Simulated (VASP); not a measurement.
Wanted: the native input for a VASP 6.6.1 run.

| Quantity | Value |
| --- | --- |
| Task | single point |
| Functional | r2SCAN |
| Potentials or basis | VASP PAW PBE potentials, release 64 (Ti_sv) |
| Cutoff | 520 eV |
| k mesh | 11 × 11 × 11 |
| Occupations | fermi-dirac, width 0.05 eV |
| Spin | no spin polarisation |
| Dipole correction | no |
| Further INCAR settings | ALGO = Normal; EDIFF = 1e-07; NBANDS = 12 |

Crystal: Ti.

```
CELL_PARAMETERS angstrom
0.00000 2.03000 2.03000
2.03000 0.00000 2.03000
2.03000 2.03000 0.00000
ATOMIC_POSITIONS crystal
Ti 0.00000 0.00000 0.00000
```

One way to write it, as run:

POSCAR

```
Ti
1.0
    0.0000000000      2.0300000000      2.0300000000
    2.0300000000      0.0000000000      2.0300000000
    2.0300000000      2.0300000000      0.0000000000
Ti
1
Direct
    0.0000000000      0.0000000000      0.0000000000
```

INCAR.step1

```
ALGO = Normal ; EDIFF = 1E-4
ENCUT = 520 ; GGA = PE
ISMEAR = -1 ; LASPH = True
LCHARG = False ; LREAL = False
LWAVE = True ; NBANDS = 12
NELM = 60 ; PREC = Accurate
SIGMA = 0.05
```

INCAR.step2

```
ALGO = Normal ; EDIFF = 1E-7
ENCUT = 520 ; ISIF = 2
ISMEAR = -1 ; ISTART = 1
LASPH = True ; LCHARG = True
LELF = True ; LMIXTAU = True
LREAL = False ; LVHAR = True
LWAVE = False ; METAGGA = R2SCAN
NBANDS = 12 ; NELM = 60
PREC = Accurate ; SIGMA = 0.05
```

KPOINTS

```
k-points
0
Gamma
  11 11 11
```

Potentials or basis: VASP PAW PBE potentials, release 64 (Ti_sv).

The run is started by

```sh
$ cat potpaw_PBE.64/Ti_sv/POTCAR > POTCAR
$ cp INCAR.step1 INCAR
$ mpirun -np 1 vasp_std > vasp.out
$ cp INCAR.step2 INCAR
$ mpirun -np 1 vasp_std > vasp.out
```

It gave:

```json
{
 "Pressure": "4.7 GPa",
 "Band gap on the k mesh": "zero (band 6 reaches 9.67 eV, above the bottom of band 7 at 8.34 eV)"
}
```

Caveat: the PAW data sets were made with another functional, which shifts forces and pressure a little.

Wall time 2.3 min on 1 thread of AMD EPYC 7571 (shared host), peak memory 0.11 GiB.
